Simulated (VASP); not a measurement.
# Ge (Cmmm) in VASP: a series of runs

Runs on Ge. Level: r2SCAN. Tasks: single point.

All numbers are computed with VASP 6.6.1; they aren't measurements. Logs are shortened: lines on timing, memory, paths and dates and some standing lists are left out, and cuts for length are marked.

## (1) The cell of the first run

The structure is orthorhombic, space group Cmmm (No. 65). The conventional cell has a = 2.729 Å, b = 5.019 Å, c = 2.734 Å, α = 90.00°, β = 90.00°, γ = 90.00°. Within 3.6 Å of Ge (site symmetry mmm) lie 8 Ge at 2.73 to 2.86 Å.

## (2) Single point, r2SCAN

The input, POSCAR:

```
Ge
1.0
    1.3643997534     -2.5093445965      0.0000000000
    1.3643997534      2.5093445965      0.0000000000
    0.0000000000      0.0000000000      2.7337045585
Ge
1
Direct
    0.5000000000      0.5000000000      0.0000000000
```

The input, INCAR.step1:

```
  ALGO = Normal
  EDIFF = 1E-4
  ENCUT = 520
  GGA = PE
  ISMEAR = 0
  LASPH = T
  LCHARG = F
  LREAL = F
  LWAVE = T
  NBANDS = 13
  NELM = 80
  PREC = Accurate
  SIGMA = 0.15
```

The input, INCAR.step2:

```
  ALGO = Normal
  EDIFF = 1E-7
  ENCUT = 520
  ISIF = 2
  ISMEAR = 0
  ISTART = 1
  LASPH = T
  LCHARG = F
  LMIXTAU = T
  LREAL = F
  LWAVE = F
  METAGGA = R2SCAN
  NBANDS = 13
  NELM = 80
  PREC = Accurate
  SIGMA = 0.15
```

The input, KPOINTS:

```
k-points
0
Gamma
  28 28 24
```

Potentials or basis: VASP PAW PBE potentials, release 64 (Ge_d).

The run is started by

```sh
$ cat potpaw_PBE.64/Ge_d/POTCAR > POTCAR
$ cp INCAR.step1 INCAR
$ mpirun -np 1 vasp_std > vasp.out
$ cp INCAR.step2 INCAR
$ mpirun -np 1 vasp_std > vasp.out
```

OUTCAR:

```text
EDIFF = 1E-7
   ENCUT = 520
   ISIF = 2
   ISMEAR = 0
   ISTART = 1
   LASPH = T
   LREAL = F
   METAGGA = R2SCAN
   NELM = 80
   PREC = Accurate

 ion  position               nearest neighbor table
   1  0.500  0.500  0.000-

  LATTYP: Found a base centered orthorhombic cell.
 ALAT       =     2.7287995068
 B/A-ratio  =     1.8391564424
 C/A-ratio  =     1.0017975127

  Lattice vectors:

 A1 = (   1.3643997534,  -2.5093445965,   0.0000000000)
 A2 = (   1.3643997534,   2.5093445965,   0.0000000000)
 A3 = (   0.0000000000,   0.0000000000,   2.7337045585)

Analysis of symmetry for initial positions (statically):
=====================================================================
 Subroutine PRICEL returns:
 Original cell was already a primitive cell.

 Routine SETGRP: Setting up the symmetry group for a
 base centered orthorhombic supercell.

 Subroutine GETGRP returns: Found  8 space group operations
 (whereof  8 operations were pure point group operations)
 out of a pool of  8 trial point group operations.

The static configuration has the point symmetry D_2h.

Analysis of symmetry for dynamics (positions and initial velocities):
=====================================================================
 Subroutine PRICEL returns:
 Original cell was already a primitive cell.

 Routine SETGRP: Setting up the symmetry group for a
 base centered orthorhombic supercell.

 Subroutine GETGRP returns: Found  8 space group operations
 (whereof  8 operations were pure point group operations)
 out of a pool of  8 trial point group operations.

The dynamic configuration has the point symmetry D_2h.

 Subroutine INISYM returns: Found  8 space group operations
 (whereof  8 operations are pure point group operations),
 and found     1 'primitive' translations

----------------------------------------------------------------------------------------

                                     Primitive cell

  volume of cell :      18.7190

  direct lattice vectors                    reciprocal lattice vectors
     1.364399753 -2.509344597  0.000000000     0.366461514 -0.199255216  0.000000000
     1.364399753  2.509344597  0.000000000     0.366461514  0.199255216  0.000000000
     0.000000000  0.000000000  2.733704558     0.000000000  0.000000000  0.365803977

  length of vectors
     2.856290775  2.856290775  2.733704558     0.417129096  0.417129096  0.365803977

  position of ions in fractional coordinates (direct lattice)
     0.500000000  0.500000000  0.000000000

  ion indices of the primitive-cell ions
   primitive index   ion index
                 1           1

----------------------------------------------------------------------------------------

 KPOINTS: k-points

Automatic generation of k-mesh.
 Grid dimensions read from file:
 generate k-points for:   28   28   24

 Generating k-lattice:

  Cartesian coordinates                     Fractional coordinates (reciprocal lattice)
     0.013087911 -0.007116258  0.000000000     0.035714286  0.000000000  0.000000000
     0.013087911  0.007116258  0.000000000     0.000000000  0.035714286  0.000000000
     0.000000000  0.000000000  0.015241832     0.000000000  0.000000000  0.041666667

  Length of vectors
     0.014897468  0.014897468  0.015241832

  Shift w.r.t. Gamma in fractional coordinates (k-lattice)
     0.000000000  0.000000000  0.000000000

 Subroutine IBZKPT returns following result:
 ===========================================

 Found   2743 irreducible k-points:

 Following reciprocal coordinates:
            Coordinates               Weight
  0.000000  0.000000  0.000000      1.000000
  0.035714 -0.000000  0.000000      4.000000
  0.071429 -0.000000  0.000000      4.000000
  0.107143  0.000000  0.000000      4.000000
  0.142857  0.000000  0.000000      4.000000
  0.178571  0.000000  0.000000      4.000000
[... 16 lines left out ...]
  0.285714  0.035714  0.000000      4.000000
  0.321429  0.035714  0.000000      4.000000
 [... further k-points ...]
   k-points           NKPTS =   2743   k-points in BZ     NKDIM =   2743   number of bands    NBANDS=     13
   number of dos      NEDOS =    301   number of ions     NIONS =      1
   total plane-waves  NPLWV =  11520
   dimension x,y,z NGX =    24 NGY =   24 NGZ =   20
   dimension x,y,z NGXF=    48 NGYF=   48 NGZF=   40
   ions per type =               1
   NGX,Y,Z   is equivalent  to a cutoff of  13.97, 13.97, 12.16 a.u.
   NGXF,Y,Z  is equivalent  to a cutoff of  27.94, 27.94, 24.33 a.u.
 SYSTEM =  unknown system
   PREC   = accura    normal or accurate (medium, high low for compatibility)
   ISTART =      1    job   : 0-new  1-cont  2-samecut
   ICHARG =      0    charge: 1-file 2-atom 10-const
   ISPIN  =      1    spin polarized calculation?
   LNONCOLLINEAR =      F non collinear calculations
   LSORBIT =      F    spin-orbit coupling
   LASPH  =      T    aspherical Exc in radial PAW
   ENCUT  =  520.0 eV  38.22 Ry    6.18 a.u.   5.31  5.31  5.08*2*pi/ulx,y,z
   NELM   =     80;   NELMIN=  2; NELMDL=  0     # of ELM steps
   EDIFF  = 0.1E-06   stopping-criterion for ELM
   LREAL  =      F    real-space projection
   EDIFFG = 0.1E-05   stopping-criterion for IOM
   NSW    =      0    number of steps for IOM
   IBRION =     -1    ionic relax: 0-MD 1-quasi-New 2-CG
   NFREE  =      0    steps in history (QN), initial steepest desc. (CG)
   ISIF   =      2    stress and relaxation
   ISYM   =      2    0-nonsym 1-usesym 2-fastsym
   POTIM  = 0.5000    time-step for ionic-motion
   TEBEG  =    0.0;   TEEND  =   0.0 temperature during run
   PSTRESS=    0.0 pullay stress
   NELECT =      14.0000    total number of electrons
   NUPDOWN=      -1.0000    fix difference up-down
   EMIN   =  10.00;   EMAX   =-10.00  energy-range for DOS
   EFERMI =   0.00;   METHOD = LEGACY
   ISMEAR =     0;   SIGMA  =   0.15  broadening in eV -4-tet -1-fermi 0-gaus
   EFERMI_NEDOS =   21; number of points for ismear=-14 and -15
   IALGO  =     38    algorithm
   IMIX   =      4    mixing-type and parameters
     AMIX     =   0.40;   BMIX     =  1.00
     AMIX_MAG =   1.60;   BMIX_MAG =  1.00
  volume/ion in A,a.u.               =      18.72       126.32
  Fermi-wavevector in a.u.,A,eV,Ry     =   1.486014  2.808160 30.044911  2.208239
  Thomas-Fermi vector in A             =   2.599354
   LORBIT       =      0    0 simple, 1 ext, 2 COOP (PROOUT), +10 PAW based schemes
   METAGGA = R2SCAN    functional components
   LHFCALC =     F    Hartree Fock is set to
   AEXX    =    0.0000 exact exchange contribution
   IVDW    =     0    specifies the selected vdW correction
   LEPSILON=     F    determine dielectric tensor
   LRPA    =     F    only Hartree local field effects (RPA)
 non-spin polarized calculation
 Gauss-broadening in eV      SIGMA  =   0.15
  energy-cutoff  :      520.00
  volume of cell :       18.72
 maximum number of plane-waves:       518
 NGX is ok and might be reduce to    24

 number of electron      13.9999994 magnetization

 Free energy of the ion-electron system (eV)
  ---------------------------------------------------
  ext. energy  EPLUGINS =         0.00000000
  ---------------------------------------------------
  free energy    TOTEN  =       -13.47337349 eV

  energy without entropy =      -13.46895554  energy(sigma->0) =      -13.47116451

 E-fermi :   6.6259     XC(G=0): -12.3377

 val. band max:        6.6255859743   @ k =   0.5000   0.2857   0.4583
 cond. band min:       6.6263206344   @ k =   0.3929   0.2143   0.2500
 fundamental gap:      0.0007346600
 Fermi energy:         6.6259473223

 k-point     1 :       0.0000    0.0000    0.0000
  band No.  band energies     occupation
      1     -18.9129      2.00000
      2     -18.8577      2.00000
      3     -18.8014      2.00000
      4     -18.6724      2.00000
      5     -18.6551      2.00000
      6      -7.3162      2.00000
      7      12.6928      0.00000
      8      15.3303      0.00000
      9      16.6437      0.00000
     10      16.7676      0.00000
     11      20.8849      0.00000
     12      23.1088      0.00000
     13      23.5982      0.00000

 k-point     2 :       0.0357   -0.0000    0.0000
  band No.  band energies     occupation
      1     -18.9114      2.00000
      2     -18.8561      2.00000
      3     -18.8016      2.00000
      4     -18.6727      2.00000
      5     -18.6560      2.00000
      6      -7.2815      2.00000
      7      12.7277      0.00000
      8      15.1484      0.00000
      9      16.1828      0.00000
     10      16.9882      0.00000
     11      20.9542      0.00000
     12      22.2130      0.00000
     13      24.0246      0.00000

 k-point     3 :       0.0714   -0.0000    0.0000
  band No.  band energies     occupation
      1     -18.9074      2.00000
      2     -18.8513      2.00000
      3     -18.8021      2.00000
      4     -18.6737      2.00000
      5     -18.6586      2.00000
      6      -7.1771      2.00000
      7      12.8318      0.00000
      8      14.6038      0.00000
      9      15.4235      0.00000
     10      17.1764      0.00000
     11      20.6139      0.00000
     12      22.0287      0.00000
     13      24.6500      0.00000

 k-point     4 :       0.1071    0.0000    0.0000
  band No.  band energies     occupation
      1     -18.9014      2.00000
      2     -18.8443      2.00000
      3     -18.8017      2.00000
      4     -18.6754      2.00000
      5     -18.6625      2.00000
      6      -7.0031      2.00000
      7      13.0045      0.00000
      8      13.6341      0.00000
      9      14.7002      0.00000
     10      17.3298      0.00000
     11      19.8816      0.00000
     12      22.6619      0.00000
     13      25.5333      0.00000

 k-point     5 :       0.1429    0.0000    0.0000
  band No.  band energies     occupation
      1     -18.8944      2.00000
      2     -18.8368      2.00000
      3     -18.7984      2.00000
      4     -18.6782      2.00000
      5     -18.6671      2.00000
      6      -6.7594      2.00000
      7      12.3688      0.00000
      8      13.2441      0.00000
      9      14.0876      0.00000
     10      17.4169      0.00000
     11      19.2813      0.00000
     12      23.5512      0.00000
     13      26.5727      0.00000
[... 257 lines left out ...]
 k-point    22 :       0.2500    0.0357    0.0000
  band No.  band energies     occupation
      1     -18.8819      2.00000
      2     -18.8174      2.00000
      3     -18.7454      2.00000
      4     -18.7021      2.00000
      5     -18.6792      2.00000
      6      -5.3086      2.00000
      7       7.4588      0.00000
      8      12.2689      0.00000
      9      14.6142      0.00000
     10      16.5454      0.00000
     11      19.4961      0.00000
     12      26.3567      0.00000
     13      28.8050      0.00000

 k-point    23 :       0.2857    0.0357    0.0000
  band No.  band energies     occupation
      1     -18.8850      2.00000
      2     -18.8107      2.00000
      3     -18.7254      2.00000
      4     -18.7103      2.00000
      5     -18.6811      2.00000
      6      -4.7507      2.00000
      7       6.1376      2.00000
      8      11.8210      0.00000
      9      15.1080      0.00000
     10      16.2368      0.00000
     11      19.9617      0.00000
     12      27.4081      0.00000
     13      27.5801      0.00000

 k-point    24 :       0.3214    0.0357    0.0000
  band No.  band energies     occupation
      1     -18.8894      2.00000
      2     -18.8030      2.00000
      3     -18.7177      2.00000
      4     -18.7070      2.00000
      5     -18.6829      2.00000
      6      -4.1281      2.00000
      7       4.8702      2.00000
      8      11.4324      0.00000
      9      15.6314      0.00000
     10      15.9811      0.00000
     11      20.5055      0.00000
     12      26.4444      0.00000
     13      27.6779      0.00000

 [... further k-points ...]

------------------------ aborting loop because EDIFF is reached ----------------------------------------

  FORCE on cell =-STRESS in cart. coord.  units (eV):
  Direction    XX          YY          ZZ          XY          YZ          ZX
  --------------------------------------------------------------------------------------
  -------------------------------------------------------------------------------------
  Total        0.4855305      0.1941216     -0.6357531     -0.0000000      0.0000000      0.0000000
  in kB       41.5569431     16.6150268    -54.4146148     -0.0000000      0.0000000      0.0000000
  external PRESSURE =       1.2524517 kB  Pullay stress =       0.0000000 kB

 VOLUME and BASIS-vectors are now :
 -----------------------------------------------------------------------------
  energy-cutoff  :      520.00
  volume of cell :       18.72
      direct lattice vectors                 reciprocal lattice vectors
     1.364399753 -2.509344597  0.000000000     0.366461514 -0.199255216  0.000000000
     1.364399753  2.509344597  0.000000000     0.366461514  0.199255216  0.000000000
     0.000000000  0.000000000  2.733704558     0.000000000  0.000000000  0.365803977

 POSITION                                       TOTAL-FORCE (eV/Angst)
 -----------------------------------------------------------------------------------
      1.36440      0.00000      0.00000         0.000000     -0.000000      0.000000
 -----------------------------------------------------------------------------------
    total drift:                               -0.000000     -0.000000     -0.000000

  FREE ENERGIE OF THE ION-ELECTRON SYSTEM (eV)
  ---------------------------------------------------
  free  energy   TOTEN  =       -13.4733734883 eV

  energy  without entropy=      -13.4689555363  energy(sigma->0) =      -13.47116451
```

It took 8.9 min on 1 thread of Intel Xeon 6975P-C (Granite Rapids), shared host; peak memory 0.67 GiB.

Results:

```
Free energy            : -13.4734 eV
Pressure               : 0.1 GPa
Band gap on the k mesh : zero (bands 7 and 8 overlap by 9.75 eV)
```

Caveat: the stress differs along the axes, from -5 to 4 GPa; the PAW data sets were made with another functional, which shifts forces and pressure a little.

## (3) Single point, r2SCAN

This run uses another cell than the first one, of the same volume but with other edges.

The input, POSCAR:

```
Ge
1.0
    1.4258553062     -2.6223709723      0.0000000000
    1.4258553062      2.6223709723      0.0000000000
    0.0000000000      0.0000000000      2.5031330195
Ge
1
Direct
    0.5000000000      0.5000000000      0.0000000000
```

The input, INCAR.step1:

```
SYSTEM = Ge
ALGO = Normal
EDIFF = 1E-4
ENCUT = 520
GGA = PE
ISMEAR = 0
LASPH = .True.
LCHARG = .False.
LREAL = .False.
LWAVE = .True.
NBANDS = 13
NELM = 80
PREC = Accurate
SIGMA = 0.15
```

The input, INCAR.step2:

```
SYSTEM = Ge
ALGO = Normal
EDIFF = 1E-7
ENCUT = 520
ISIF = 2
ISMEAR = 0
ISTART = 1
LASPH = .True.
LCHARG = .False.
LMIXTAU = .True.
LREAL = .False.
LWAVE = .False.
METAGGA = R2SCAN
NBANDS = 13
NELM = 80
PREC = Accurate
SIGMA = 0.15
```

The input, KPOINTS:

```
k-points
0
Gamma
  28 28 24
  0 0 0
```

Potentials or basis: VASP PAW PBE potentials, release 64 (Ge_d).

The run is started by

```sh
$ cat potpaw_PBE.64/Ge_d/POTCAR > POTCAR
$ cp INCAR.step1 INCAR
$ mpirun -np 1 vasp_std > vasp.out
$ cp INCAR.step2 INCAR
$ mpirun -np 1 vasp_std > vasp.out
```

It took 45 min on 1 thread of Oxide Virtual Turin-like, shared host; peak memory 0.64 GiB.

Results (log left out):

* Free energy: -13.4327 eV
* Pressure: 1.1 GPa
* Band gap on the k mesh: zero (bands 7 and 8 overlap by 10.31 eV)

Stress tensor (GPa, compression positive):
```
-4.05  0.00  0.00
 0.00 -5.57  0.00
 0.00  0.00 13.00
```

Levels at points of the mesh, in eV from the Fermi level:
| k point | band 5 | band 6 | band 7 | band 8 | band 9 | band 10 |
| --- | --- | --- | --- | --- | --- | --- |
| (0.00, 0.00, 0.00) | -25.29 | -13.95 | 6.54 | 7.76 | 9.90 | 11.22 |
| (0.50, 0.00, 0.00) | -25.31 | -9.03 | -5.97 | 2.84 | 7.26 | 13.72 |
| (0.50, 0.50, 0.00) | -25.30 | -9.74 | -6.14 | 4.33 | 8.64 | 13.15 |
| (0.00, 0.00, 0.50) | -25.28 | -8.63 | -6.25 | 10.77 | 12.00 | 16.43 |
| (0.50, 0.00, 0.50) | -25.19 | -3.03 | -2.59 | -1.79 | 4.10 | 7.01 |
| (0.50, 0.50, 0.50) | -25.20 | -3.87 | -3.10 | -1.92 | 3.82 | 8.53 |

Caveat: the stress differs along the axes, from -6 to 13 GPa; the PAW data sets were made with another functional, which shifts forces and pressure a little.
